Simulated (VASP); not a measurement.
## Te: single point with PBEsol

Te:

```
Te
1.0
     2.22136    1.33131    1.57566
    -2.39045    1.33131    1.80625
    -0.08455   -2.66263    1.69095
Te
1
Direct
  0.50000 0.50000 0.50000
```

This cell differs from its parent crystal: strain -0.1000 x Voigt [0, 0, 0, 0, 1, 0].

| Item | Value |
| --- | --- |
| Program | VASP 6.6.1 |
| Task | single point |
| Functional | PBEsol |
| Potentials or basis | VASP PAW PBE potentials, release 64 (Te) |
| Cutoff | 520 eV |
| k mesh | 15 × 15 × 15 |
| Occupations | gaussian, width 0.15 eV |
| Spin | no spin polarisation |
| Dipole correction | no |
| Further INCAR settings | ALGO = Normal; EDIFF = 1e-06; NBANDS = 9 |

```json
{
  "Pressure": "0.3 GPa",
  "Band gap on the k mesh": "zero (bands 3 and 4 overlap by 4.83 eV)"
}
```

Stress tensor (GPa, compression positive):
```
 0.50  1.64  2.50
 1.64 -0.04  0.38
 2.50  0.38  0.48
```

Levels at points of the mesh, in eV from the Fermi level:
```
           k point  band 1  band 2  band 3  band 4  band 5  band 6  band 7  band 8
(0.00, 0.00, 0.00)  -13.99    0.37    1.28    2.48    5.35    6.21    7.45   16.65
```

Wall time 2.1 min on 1 thread of Intel(R) Xeon(R) 6975P-C (Granite Rapids) (shared host), peak memory 0.52 GiB.

Caveat: the cell differs from its parent crystal (strain -0.1000 x Voigt [0, 0, 0, 0, 1, 0]); the PAW data sets were made with another functional, which shifts forces and pressure a little; spin-orbit coupling is left out, which moves the levels of the heavy elements.
